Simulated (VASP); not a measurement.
Wanted: the native input for a VASP 6.6.1 run.

```
Task                   : single point
Functional             : revPBE
Potentials or basis    : VASP PAW PBE potentials, release 64 (Ti_sv, Si)
Cutoff                 : 520 eV
k mesh                 : 12 × 12 × 12
Occupations            : fermi-dirac, width 0.05 eV
Spin                   : no spin polarisation
Dipole correction      : no
Further INCAR settings : ALGO = Normal; EDIFF = 1e-06; NBANDS = 17
```

The structure of TiSi2 lies in POSCAR:

```
TiSi2
1.0
   -1.4867854720      1.7188660220      4.2219633992
    1.4867854720     -1.7188660220      4.2219633992
    1.4867854720      1.7188660220     -4.2219633992
Ti Si
1 2
Direct
    0.0000000000      0.0000000000      0.0000000000
    0.6699921586      0.6699921586      0.0000000000
    0.3300078414      0.3300078414      0.0000000000
```

One way to write it, as run:

INCAR

```
SYSTEM = TiSi2
ALGO = Normal
EDIFF = 1E-6
ENCUT = 520
GGA = RE
ISIF = 2
ISMEAR = -1
LASPH = .TRUE.
LCHARG = .TRUE.
LELF = .TRUE.
LREAL = .FALSE.
LVHAR = .TRUE.
LWAVE = .FALSE.
NBANDS = 17
NELM = 60
PREC = Accurate
SIGMA = 0.05
```

KPOINTS

```
k-points
0
G
  12 12 12
  0 0 0
```

Potentials or basis: VASP PAW PBE potentials, release 64 (Ti_sv, Si).

The run is started by

```console
$ cat potpaw_PBE.64/Ti_sv/POTCAR potpaw_PBE.64/Si/POTCAR > POTCAR
$ mpirun -np 1 vasp_std > vasp.out
```

Results of the run:

| Item | Value |
| --- | --- |
| Pressure | -0.2 GPa |
| Largest force | 0.009 eV/Å |
| Band gap on the k mesh | zero (bands 10 and 11 overlap by 2.28 eV) |

Caveat: the PAW data sets were made with another functional, which shifts forces and pressure a little.

It took 5.5 min on 1 thread of Intel(R) Xeon(R) Platinum 8488C (Sapphire Rapids) (shared host), peak memory 0.34 GiB.
